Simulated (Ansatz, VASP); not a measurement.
**Two plane-wave programs on MgTe**

```
Mg Te
1.0
     4.39453    0.00000    0.00000
    -2.19727    3.80577    0.00000
     0.00000    0.00000    7.15689
Mg Te
2 2
Direct
  0.33333 0.66667 0.99939
  0.66667 0.33333 0.49939
  0.33333 0.66667 0.37561
  0.66667 0.33333 0.87561
```

Change from the starting cell: hydrostatic strain -4.0%.

Alike in both runs: task single point; functional HSE06; k mesh 6 × 6 × 2; no spin polarisation.

|  | VASP | Ansatz |
| --- | --- | --- |
| version | VASP 6.6.1 | Ansatz 0.2.0 |
| potentials or method | VASP PAW PBE potentials, release 64 (Mg, Te) | plane waves, PAW |
| plane-wave cutoff (eV) | 520 | 420 |
| occupations | gaussian, width 0.01 eV | fixed |
| valence electrons in the cell | 16 | 52 |

|  | VASP | Ansatz | Ansatz less VASP |
| --- | --- | --- | --- |
| gap on the k mesh at the Fermi level (eV) | 3.81 | 3.90 | +0.085 |
| pressure (GPa) | 5.5 | 5.7 | +0.19 |

VASP's potentials hold 16 valence electrons a cell and Ansatz's 52, so a difference there can come from the potentials and not from the codes. Ansatz's warnings: stress exchange threshold loose, stress scf threshold loose.

The k mesh is coarse, so the values compare programs but aren't converged. Neither program's run includes spin-orbit coupling.
